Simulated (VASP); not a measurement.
Hf, 2 atoms in the cell. The structure is hexagonal, space group P6_3/mmc (No. 194). The conventional cell has a = 2.782 Å, b = 2.782 Å, c = 4.507 Å, α = 90.00°, β = 90.00°, γ = 120.00°. Within 3.6 Å of Hf (site symmetry -6m2) lie 12 Hf at 2.77 to 2.78 Å. 

| Property | Result |
| --- | --- |
| Program | VASP 6.6.1 |
| Task | relaxation of cell and atoms |
| Functional | PBEsol |
| Potentials or basis | VASP PAW PBE potentials, release 64 (Hf_pv) |
| Cutoff | 600 eV |
| k mesh | 16 × 16 × 9 |
| Occupations | fermi-dirac, width 0.1 eV |
| Spin | no spin polarisation |
| Target pressure | 71 GPa |
| Dipole correction | no |
| Further INCAR settings | ALGO = Normal; EDIFF = 1e-06; IBRION = 2; EDIFFG = -0.005; NSW = 60; ISIF = 3 |

Potentials or basis: VASP PAW PBE potentials, release 64 (Hf_pv).

The run is started by

```console
$ cat potpaw_PBE.64/Hf_pv/POTCAR > POTCAR
$ mpirun -np 1 vasp_std > vasp.out
```

Hardware: 1 thread of Intel Xeon 8259CL, on a shared host.

Task: How long does it take, and how much memory?

Result: Wall time 7.1 min on 1 thread of Intel Xeon 8259CL (shared host), peak memory 0.22 GiB. Counts: scf iterations 51, k points 150, ion steps 8.
